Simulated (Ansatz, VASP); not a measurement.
**NbCuP2: VASP beside Ansatz**

```
Nb Cu P
1.0
     3.57021    0.00000    0.00000
    -1.78510    3.09189    0.00000
     0.00000    0.00000    5.53317
Nb Cu P
1 1 2
Direct
  0.00000 0.00000 0.50000
  0.00000 0.00000 0.00000
  0.66667 0.33333 0.76897
  0.66667 0.33333 0.23103
```

Alike in both runs: functional PBE; k mesh 18 × 18 × 8; occupations gaussian, width 0.1 eV; no spin polarisation.

Ansatz relaxed the structure, and its values are those at the end. VASP's run is a single point on that final structure, the one shown.

|  | VASP | Ansatz |
| --- | --- | --- |
| version | VASP 6.6.1 | Ansatz 0.2.0 |
| potentials or method | VASP PAW PBE potentials, release 64 (Nb_sv, Cu, P), cutoff 520 eV | scalar-relativistic, plane waves, PAW |
| valence electrons in the cell | 34 | 42 |

```tsv
	VASP	Ansatz	Ansatz less VASP
gap on the k mesh at the Fermi level (eV)	none	none	-
pressure (GPa)	-0.1	0.0	+0.09
rms of the force components (eV/Å)	0.007	0.000	-0.0073
```

A gap of «none» marks a metal or a gap that the smearing closes. The functional is the same, so the differences come from potentials, cutoffs and numerics. VASP's potentials hold 34 valence electrons a cell and Ansatz's 42, so a difference there can come from the potentials and not from the codes.
